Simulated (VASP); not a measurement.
# MgO (F-43m) in VASP: G0W0 quasiparticle levels with PBE

Aim: the G0W0 quasiparticle levels of MgO with PBE.

All numbers are computed with VASP 6.6.1; they aren't measurements. Logs are shortened: lines on timing, memory, paths and dates and some standing lists are left out, and cuts for length are marked.

### Step 1. The cell of the first run

It takes space group F-43m (No. 216, cubic). Conventional cell: a = 4.564 Å, b = 4.564 Å, c = 4.564 Å, α = 90.00°, β = 90.00°, γ = 90.00°. Within 2.6 Å of Mg (site symmetry -43m) lie 4 O at 1.98 Å. Within 2.6 Å of O (site symmetry -43m) lie 4 Mg at 1.98 Å.

### Step 2. G0W0 quasiparticle levels, PBE

Input file POSCAR:

```
MgO
1.0
    0.0000000000      2.2820056624      2.2820056624
    2.2820056624      0.0000000000      2.2820056624
    2.2820056624      2.2820056624      0.0000000000
Mg O
1 1
Direct
    0.0000000000      0.0000000000      0.0000000000
    0.2500000000      0.2500000000      0.2500000000
```

Input file INCAR.step1:

```
SYSTEM = MgO
ALGO     = Normal         ! electronic algorithm
EDIFF    = 1E-8           ! SCF threshold, eV
ENCUT    = 500            ! plane-wave cutoff, eV
GGA      = PE             ! functional
ISMEAR   = 0              ! smearing method
LASPH    = .TRUE.         ! aspherical terms in the spheres
LCHARG   = .FALSE.        ! write CHGCAR
LREAL    = .FALSE.        ! projectors in reciprocal space
LWAVE    = .TRUE.         ! write WAVECAR
NELM     = 80             ! most SCF steps
PREC     = Accurate       ! precision mode
SIGMA    = 0.01           ! smearing width, eV
```

Input file INCAR.step2:

```
SYSTEM = MgO
ALGO     = Exact          ! electronic algorithm
EDIFF    = 1E-8           ! SCF threshold, eV
ENCUT    = 500            ! plane-wave cutoff, eV
GGA      = PE             ! functional
ISMEAR   = 0              ! smearing method
ISTART   = 1            
LASPH    = .TRUE.         ! aspherical terms in the spheres
LCHARG   = .FALSE.        ! write CHGCAR
LOPTICS  = .TRUE.         ! frequency-dependent dielectric function
LREAL    = .FALSE.        ! projectors in reciprocal space
LWAVE    = .TRUE.         ! write WAVECAR
NBANDS   = 64             ! bands
NELM     = 1              ! most SCF steps
PREC     = Accurate       ! precision mode
SIGMA    = 0.01           ! smearing width, eV
```

Input file INCAR.step3:

```
SYSTEM = MgO
ALGO     = EVGW0          ! electronic algorithm
EDIFF    = 1E-8           ! SCF threshold, eV
ENCUT    = 500            ! plane-wave cutoff, eV
ENCUTGW  = 80.0           ! cutoff of the response function
GGA      = PE             ! functional
ISMEAR   = 0              ! smearing method
ISTART   = 1            
LASPH    = .TRUE.         ! aspherical terms in the spheres
LCHARG   = .FALSE.        ! write CHGCAR
LREAL    = .FALSE.        ! projectors in reciprocal space
LWAVE    = .FALSE.        ! write WAVECAR
NBANDS   = 64             ! bands
NBANDSGW = 12           
NELMGW   = 1            
NOMEGA   = 48             ! frequency points
PREC     = Accurate       ! precision mode
PRECFOCK = Fast         
SIGMA    = 0.01           ! smearing width, eV
```

Input file KPOINTS:

```
k-points
0
G
  4 4 4
  0 0 0
```

Potentials or basis: VASP PAW PBE potentials, release 64 (Mg_GW, O_GW).

Run with:

```bash
$ cat potpaw_PBE.64/Mg_GW/POTCAR potpaw_PBE.64/O_GW/POTCAR > POTCAR
$ cp INCAR.step1 INCAR
$ mpirun -np 1 vasp_std > vasp.out
$ cp INCAR.step2 INCAR
$ mpirun -np 1 vasp_std > vasp.out
$ cp INCAR.step3 INCAR
$ mpirun -np 1 vasp_std > vasp.out
```

OUTCAR:

```text
SYSTEM = MgO
   EDIFF = 1E-8
   ENCUT = 500
   ENCUTGW = 80.0
   GGA = PE
   ISMEAR = 0
   ISTART = 1
   LASPH = .TRUE.
   LREAL = .FALSE.
   NELMGW = 1
   PREC = Accurate
   PRECFOCK = Fast

 ion  position               nearest neighbor table
   1  0.000  0.000  0.000-   2 1.98   2 1.98   2 1.98   2 1.98
   2  0.250  0.250  0.250-   1 1.98   1 1.98   1 1.98   1 1.98

  LATTYP: Found a face centered cubic cell.
 ALAT       =     4.5640113248

  Lattice vectors:

 A1 = (   0.0000000000,   2.2820056624,   2.2820056624)
 A2 = (   2.2820056624,   0.0000000000,   2.2820056624)
 A3 = (   2.2820056624,   2.2820056624,   0.0000000000)

Analysis of symmetry for initial positions (statically):
=====================================================================
 Subroutine PRICEL returns:
 Original cell was already a primitive cell.

 Routine SETGRP: Setting up the symmetry group for a
 face centered cubic supercell.

 Subroutine GETGRP returns: Found 24 space group operations
 (whereof 24 operations were pure point group operations)
 out of a pool of 48 trial point group operations.

The static configuration has the point symmetry T_d .

Analysis of symmetry for dynamics (positions and initial velocities):
=====================================================================
 Subroutine PRICEL returns:
 Original cell was already a primitive cell.

 Routine SETGRP: Setting up the symmetry group for a
 face centered cubic supercell.

 Subroutine GETGRP returns: Found 24 space group operations
 (whereof 24 operations were pure point group operations)
 out of a pool of 48 trial point group operations.

The dynamic configuration has the point symmetry T_d .

 Subroutine INISYM returns: Found 24 space group operations
 (whereof 24 operations are pure point group operations),
 and found     1 'primitive' translations

----------------------------------------------------------------------------------------

                                     Primitive cell

  volume of cell :      23.7673

  direct lattice vectors                    reciprocal lattice vectors
     0.000000000  2.282005662  2.282005662    -0.219105504  0.219105504  0.219105504
     2.282005662  0.000000000  2.282005662     0.219105504 -0.219105504  0.219105504
     2.282005662  2.282005662  0.000000000     0.219105504  0.219105504 -0.219105504

  length of vectors
     3.227243357  3.227243357  3.227243357     0.379501865  0.379501865  0.379501865

  position of ions in fractional coordinates (direct lattice)
     0.000000000  0.000000000  0.000000000
     0.250000000  0.250000000  0.250000000

  ion indices of the primitive-cell ions
   primitive index   ion index
                 1           1
                 2           2

----------------------------------------------------------------------------------------

 KPOINTS: k-points

Automatic generation of k-mesh.
 Grid dimensions read from file:
 generate k-points for:    4    4    4

 Generating k-lattice:

  Cartesian coordinates                     Fractional coordinates (reciprocal lattice)
    -0.054776376  0.054776376  0.054776376     0.250000000  0.000000000  0.000000000
     0.054776376 -0.054776376  0.054776376     0.000000000  0.250000000  0.000000000
     0.054776376  0.054776376 -0.054776376     0.000000000  0.000000000  0.250000000

  Length of vectors
     0.094875466  0.094875466  0.094875466

  Shift w.r.t. Gamma in fractional coordinates (k-lattice)
     0.000000000  0.000000000  0.000000000

 Subroutine IBZKPT returns following result:
 ===========================================

 Found      8 irreducible k-points:

 Following reciprocal coordinates:
            Coordinates               Weight
  0.000000  0.000000  0.000000      1.000000
  0.250000  0.000000  0.000000      8.000000
  0.500000  0.000000  0.000000      4.000000
  0.250000  0.250000  0.000000      6.000000
  0.500000  0.250000  0.000000     24.000000
 -0.250000  0.250000  0.000000     12.000000
  0.500000  0.500000  0.000000      3.000000
 -0.250000  0.500000  0.250000      6.000000
   k-points           NKPTS =      8   k-points in BZ     NKDIM =     64   number of bands    NBANDS=     64
   number of dos      NEDOS =    301   number of ions     NIONS =      2
   total plane-waves  NPLWV =  13824
   dimension x,y,z NGX =    24 NGY =   24 NGZ =   24
   dimension x,y,z NGXF=    48 NGYF=   48 NGZF=   48
   ions per type =               1   1
   NGX,Y,Z   is equivalent  to a cutoff of  12.36, 12.36, 12.36 a.u.
   NGXF,Y,Z  is equivalent  to a cutoff of  24.73, 24.73, 24.73 a.u.
 SYSTEM =  MgO
   PREC   = accura    normal or accurate (medium, high low for compatibility)
   ISTART =      1    job   : 0-new  1-cont  2-samecut
   ICHARG =      0    charge: 1-file 2-atom 10-const
   ISPIN  =      1    spin polarized calculation?
   LNONCOLLINEAR =      F non collinear calculations
   LSORBIT =      F    spin-orbit coupling
   LASPH  =      T    aspherical Exc in radial PAW
   ENCUT  =  500.0 eV  36.75 Ry    6.06 a.u.   5.88  5.88  5.88*2*pi/ulx,y,z
   NELM   =     60;   NELMIN=  2; NELMDL=  0     # of ELM steps
   EDIFF  = 0.1E-07   stopping-criterion for ELM
   LREAL  =      F    real-space projection
   EDIFFG = 0.1E-06   stopping-criterion for IOM
   NSW    =      0    number of steps for IOM
   IBRION =     -1    ionic relax: 0-MD 1-quasi-New 2-CG
   NFREE  =      0    steps in history (QN), initial steepest desc. (CG)
   ISIF   =      0    stress and relaxation
   ISYM   =      3    0-nonsym 1-usesym 2-fastsym
   POTIM  = 0.5000    time-step for ionic-motion
   TEBEG  =    0.0;   TEEND  =   0.0 temperature during run
   PSTRESS=    0.0 pullay stress
   NELECT =       8.0000    total number of electrons
   NUPDOWN=      -1.0000    fix difference up-down
   EMIN   =  10.00;   EMAX   =-10.00  energy-range for DOS
   EFERMI =   0.00;   METHOD = LEGACY
   ISMEAR =     0;   SIGMA  =   0.01  broadening in eV -4-tet -1-fermi 0-gaus
   EFERMI_NEDOS =   21; number of points for ismear=-14 and -15
   IALGO  =     38    algorithm
   IMIX   =      4    mixing-type and parameters
     AMIX     =   0.40;   BMIX     =  1.00
     AMIX_MAG =   1.60;   BMIX_MAG =  1.00
  volume/ion in A,a.u.               =      11.88        80.19
  Fermi-wavevector in a.u.,A,eV,Ry     =   1.138793  2.152007 17.644708  1.296849
  Thomas-Fermi vector in A             =   2.275497
   LORBIT       =      0    0 simple, 1 ext, 2 COOP (PROOUT), +10 PAW based schemes
   GGA     = PE    functional components
   LHFCALC =     T    Hartree Fock is set to
   PRECFOCK=fast      Normal, Fast or Accurate (Low or Medium for compatibility)
   ENCUT4O =  -1.0   cutoff for four orbital integrals eV
   NKREDX  =     1    reduce k-point grid by
   NKREDY  =     1    reduce k-point grid by
   NKREDZ  =     1    reduce k-point grid by
   AEXX    =    1.0000 exact exchange contribution
   HFSCREEN=    0.0000 screening length (either q_TF or 0.3 A-1)
   HFSCREENC=   0.0000 screening length for correlation (either q_TF or 0.3 A-1)
   ENCUTFOCK=  -1.0 apply spherical cutoff to Coloumb kernel
   IVDW    =     0    specifies the selected vdW correction
   LEPSILON=     F    determine dielectric tensor
   LRPA    =     F    only Hartree local field effects (RPA)
   LRPAFORCE           =     F    calculate RPA forces
   ENCUTGW             =  80.0    cutoff for response function in eV
   ENCUTGWSOFT         =  64.0    soft cutoff for Coulomb kernel in GW response function in eV
   ENCUTLF             =  -1.0    cutoff for local field effects
   NELMGW              =     1    number of iterations in solving QP/BSE equation
   NELMHF              =     1    number of iterations in the inner HF iteration
   NKREDLFX            =     1    NKREDLFY  =   1   NKREDLFZ  =   1
 non-spin polarized calculation
 Gauss-broadening in eV      SIGMA  =   0.01
  energy-cutoff  :      500.00
  volume of cell :       23.77
 maximum number of plane-waves:       620
  NGX = 14; NGY = 14; NGZ = 14
   NGX = 11   NGY = 11   NGZ = 11
 maximum number of plane-waves:        51
 NGX is ok and might be reduce to    10

 QP shifts <psi_nk| G(iteration)W_0 |psi_nk>: iteration 1
 for sc-GW calculations column KS-energies equals QP-energies in previous step
 and V_xc(KS)=  KS-energies - (<T + V_ion + V_H > + <T+V_H+V_ion>^1  + <V_x>^1)

 k-point   1 :       0.0000    0.0000    0.0000
  band No.  KS-energies  QP-energies   sigma(KS)   V_xc(KS)     V^pw_x(r,r')   Z            occupation Imag(sigma)

      1     -15.1155     -17.2111     -21.6164     -18.5778     -30.2527       0.6897       2.0000       1.0820
      2       0.7911      -0.3521     -20.5045     -18.9893     -24.7185       0.7545       2.0000       0.1216
      3       0.7911      -0.3521     -20.5045     -18.9893     -24.7185       0.7545       2.0000       0.1216
      4       0.7911      -0.3521     -20.5045     -18.9893     -24.7185       0.7545       2.0000       0.1216
      5       4.4307       5.2088      -8.8835      -9.8326      -5.7155       0.8198       0.0000      -0.0693
      6      17.5628      18.8551      -6.9240      -8.5447      -2.6248       0.7974       0.0000      -0.1692
      7      17.5628      18.8551      -6.9240      -8.5447      -2.6248       0.7974       0.0000      -0.1692
      8      17.5628      18.8551      -6.9240      -8.5447      -2.6248       0.7974       0.0000      -0.1692
      9      21.1110      22.4792      -7.0799      -8.7916      -2.6252       0.7994       0.0000      -0.2999
     10      21.1110      22.4792      -7.0799      -8.7916      -2.6252       0.7994       0.0000      -0.2999
     11      21.1935      22.0377      -7.1713      -8.2821      -2.0390       0.7600       0.0000      -0.5939
     12      21.1935      22.0377      -7.1713      -8.2821      -2.0390       0.7600       0.0000      -0.5939

 k-point   2 :       0.2500    0.0000    0.0000
  band No.  KS-energies  QP-energies   sigma(KS)   V_xc(KS)     V^pw_x(r,r')   Z            occupation Imag(sigma)

      1     -14.7948     -16.8665     -22.0164     -18.9939     -30.6164       0.6855       2.0000       1.0092
      2      -1.0502      -2.4797     -17.6853     -15.7607     -21.6470       0.7428       2.0000       0.1391
      3       0.6976      -0.4752     -20.4202     -18.8668     -24.6494       0.7550       2.0000       0.1228
      4       0.6976      -0.4752     -20.4202     -18.8668     -24.6494       0.7550       2.0000       0.1228
      5       6.7869       7.8654     -10.5704     -11.9136      -7.4910       0.8029       0.0000      -0.0785
      6      13.9914      15.1227      -7.9422      -9.3887      -3.7063       0.7820       0.0000      -0.1813
      7      16.5872      17.7218      -6.8506      -8.2594      -2.5271       0.8054       0.0000      -0.2294
      8      16.5872      17.7218      -6.8506      -8.2594      -2.5271       0.8054       0.0000      -0.2294
      9      19.9813      21.2322      -7.0517      -8.6342      -2.4498       0.7905       0.0000      -0.3096
     10      19.9813      21.2322      -7.0517      -8.6342      -2.4498       0.7905       0.0000      -0.3096
     11      20.0496      21.0205      -6.4033      -7.5780      -1.6854       0.8265       0.0000      -0.6265
     12      25.9650      27.6965      -8.1167     -10.1435      -2.9482       0.8543       0.0000      -0.9857
[... 68 lines left out ...]
      1     -14.2496     -16.3086     -22.7628     -19.7530     -31.2893       0.6841       2.0000       0.8965
      2      -1.7224      -3.2407     -17.5959     -15.5156     -21.8561       0.7298       2.0000       0.1603
      3       0.0510      -1.2630     -19.6331     -17.8759     -23.8784       0.7478       2.0000       0.1301
      4       0.0510      -1.2630     -19.6331     -17.8759     -23.8784       0.7478       2.0000       0.1301
      5       7.0504       7.7446      -6.5427      -7.3901      -2.9729       0.8192       0.0000      -0.0848
      6      12.3501      13.4909      -8.5842     -10.0177      -4.7020       0.7958       0.0000      -0.1217
      7      14.8903      16.6479      -9.4670     -11.7020      -5.2266       0.7864       0.0000      -0.2006
      8      17.4461      18.8617      -8.9124     -10.7048      -4.0341       0.7898       0.0000      -0.4329
      9      17.4461      18.8617      -8.9124     -10.7048      -4.0341       0.7898       0.0000      -0.4329
     10      22.7680      24.5291      -8.7997     -10.9103      -3.8387       0.8344       0.0000      -0.7466
     11      27.4504      28.5869      -6.3770      -7.7979      -1.1350       0.7999       0.0000      -0.7343
     12      29.0624      30.8636      -7.9508     -10.1363      -3.3517       0.8241       0.0000      -0.7458

 k-point   8 :      -0.2500    0.5000    0.2500
  band No.  KS-energies  QP-energies   sigma(KS)   V_xc(KS)     V^pw_x(r,r')   Z            occupation Imag(sigma)

      1     -14.2424     -16.3056     -22.7786     -19.7704     -31.3060       0.6859       2.0000       0.8965
      2      -0.9845      -2.4637     -18.2346     -16.2330     -22.4293       0.7390       2.0000       0.1448
      3      -0.8312      -2.2342     -18.5836     -16.6881     -22.8195       0.7402       2.0000       0.1462
      4      -0.2570      -1.6312     -18.7502     -16.9138     -22.8392       0.7483       2.0000       0.1300
      5       8.4898       9.4333      -8.1878      -9.3605      -4.6780       0.8045       0.0000      -0.0925
      6      12.3812      13.6695      -9.6896     -11.3368      -5.8056       0.7821       0.0000      -0.1317
      7      14.6814      16.4503     -10.0657     -12.3407      -5.8208       0.7776       0.0000      -0.2060
      8      14.6838      15.7754      -7.5713      -8.9420      -3.1143       0.7964       0.0000      -0.2486
      9      21.0512      22.3752      -7.3339      -9.0505      -2.3733       0.7713       0.0000      -0.4228
     10      21.3489      22.5006      -7.1038      -8.5209      -2.2900       0.8127       0.0000      -0.5098
     11      25.4074      27.2667      -8.2714     -10.4183      -3.4627       0.8660       0.0000      -0.8389
     12      26.8943      28.9919      -9.0949     -11.6688      -3.7332       0.8149       0.0000      -0.9621
```

Run time: 14 s. Hardware: 1 thread of Intel Xeon 6975P-C (Granite Rapids), shared host; peak memory 0.2 GiB.

Results:

| Item | Value |
| --- | --- |
| Quasiparticle gap | 5.56 eV |
| Least direct quasiparticle gap | 5.56 eV |
| Band gap of the starting levels on the mesh | 3.64 eV |
| Least direct gap of the starting levels on the mesh | 3.64 eV |

Caveat: the k points lie up to 0.60 Å⁻¹ apart; bands, screening cutoff and mesh are small and nothing is extrapolated, so the quasiparticle values aren't converged.
